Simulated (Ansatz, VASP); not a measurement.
**Al6H: VASP beside Ansatz**

INCAR

```
  PREC = Accurate
  ENCUT = 520
  EDIFF = 1E-6
  ISMEAR = 0
  SIGMA = 0.1
  LREAL = False
  LASPH = True
  NELM = 100
  ALGO = Normal
  ISIF = 2
  LWAVE = False
  LCHARG = True
  LDIPOL = True
  IDIPOL = 3
  DIPOL = 0.5 0.5 0.311
  GGA = PE
  LELF = True
  LVHAR = True
  LVACPOTAV = True
  NBANDS = 32
```

File KPOINTS:

```
regular mesh
0
Gamma
  5 5 1
```

The input POSCAR:

```
Al6H
1.0
    5.7135165837      0.0000000000      0.0000000000
    0.0000000000      5.7135165837      0.0000000000
    0.0000000000      0.0000000000     22.1746954375
Al H
12 2
Direct
    0.2500000000      0.2500000000      0.1803857921
    0.2500000000      0.7500000000      0.1803857921
    0.7500000000      0.2500000000      0.1803857921
    0.7500000000      0.7500000000      0.1803857921
    0.0000000000      0.0000000000      0.2744050924
    0.0000000000      0.5000000000      0.2744050924
    0.5000000000      0.0000000000      0.2744050924
    0.5000000000      0.5000000000      0.2744050924
    0.2500000000      0.2500000000      0.3686497278
    0.2500000000      0.7500000000      0.3686497278
    0.7500000000      0.2500000000      0.3686497278
    0.7500000000      0.7500000000      0.3686497278
    0.0000000000     -0.0656338342      0.5309969407
    0.0000000000      0.0656338342      0.5309969407
```

Input for Ansatz:

```yaml
crystal:
  lattice:
    - [5.7135165837, 0.0, 0.0]
    - [0.0, 5.7135165837, 0.0]
    - [0.0, 0.0, 22.1746954375]
  atoms:
    - { symbol: Al, position: [0.25, 0.25, 0.1803857921] }
    - { symbol: Al, position: [0.25, 0.75, 0.1803857921] }
    - { symbol: Al, position: [0.75, 0.25, 0.1803857921] }
    - { symbol: Al, position: [0.75, 0.75, 0.1803857921] }
    - { symbol: Al, position: [0.0, 0.0, 0.2744050924] }
    - { symbol: Al, position: [0.0, 0.5, 0.2744050924] }
    - { symbol: Al, position: [0.5, 0.0, 0.2744050924] }
    - { symbol: Al, position: [0.5, 0.5, 0.2744050924] }
    - { symbol: Al, position: [0.25, 0.25, 0.3686497278] }
    - { symbol: Al, position: [0.25, 0.75, 0.3686497278] }
    - { symbol: Al, position: [0.75, 0.25, 0.3686497278] }
    - { symbol: Al, position: [0.75, 0.75, 0.3686497278] }
    - { symbol: H, position: [0.0, -0.0656338342, 0.5309969407] }
    - { symbol: H, position: [0.0, 0.0656338342, 0.5309969407] }
basis:
  ecutwfc: 420
kpoints:
  mp_grid: { grid: [5, 5, 1] }
hamiltonian:
  xc: pbe
  pseudopotentials: { kind: paw, azcp: { folder: soft_1 } }
scf:
  occupations: { method: gaussian, width: 0.1 }
output:
  forces: true
  eigenvalues: true
efield:
  axis: 3
  dipole_correction: true
  ramp_width: 0.04
```

Alike in both runs: task single point; functional PBE; k mesh 5 × 5 × 1; occupations gaussian, width 0.1 eV; no spin polarisation.

```csv
,VASP,Ansatz
version,VASP 6.6.1,Ansatz 0.2.0
potentials or method,"VASP PAW PBE potentials, release 64 (Al, H), cutoff 520 eV","scalar-relativistic, plane waves, PAW"
valence electrons in the cell,38,38
```

Ansatz gave:

* gap on the k mesh at the Fermi level (eV): none
* rms of the force components (eV/Å): 0.014
* work function, face that differs most (eV): 4.51

Question: Estimate VASP's values.

Answer: gap on the k mesh at the Fermi level (eV): none; rms of the force components (eV/Å): 0.013; work function, face that differs most (eV): 4.51.

Atom by atom the forces differ by 0.006 eV/Å (rms over components). A gap of «none» marks a metal or a gap that the smearing closes.
